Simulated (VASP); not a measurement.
## Si: single point with PBE

Si, a slab with vacuum:

```xyz
2
Lattice="3.6260 0.0000 0.0000 -1.8130 3.1402 0.0000 0.0000 0.0000 28.0000" Properties=species:S:1:pos:R:3 pbc="T T T"
Si    0.0000    2.0935   14.2145
Si    1.8130    1.0467   13.7855
```

```json
{
  "Program": "VASP 6.6.1",
  "Task": "single point",
  "Functional": "PBE",
  "Potentials or basis": "VASP PAW PBE potentials, release 64 (Si)",
  "Cutoff": "520 eV",
  "k mesh": "15 × 15 × 1",
  "Occupations": "gaussian, width 0.1 eV",
  "Spin": "no spin polarisation"
}
```

```
Largest force          : 0.789 eV/Å
Band gap on the k mesh : zero (filled and empty bands touch)
```

Forces in eV/Å, atoms in the order of the input:
```
Si   0.000  0.000  0.789
Si   0.000  0.000 -0.789
```

Levels at points of the mesh, in eV from the Fermi level:
```csv
k point,band 1,band 2,band 3,band 4,band 5,band 6,band 7,band 8,band 9
"(0.00, 0.00, 0.00)",-11.91,-3.68,-1.02,-1.02,2.38,3.29,3.29,3.75,4.20
```

It took 85 s on 1 thread of AMD EPYC 9R45 96-Core Processor (Zen 5), on a shared host, peak memory 0.4 GiB.
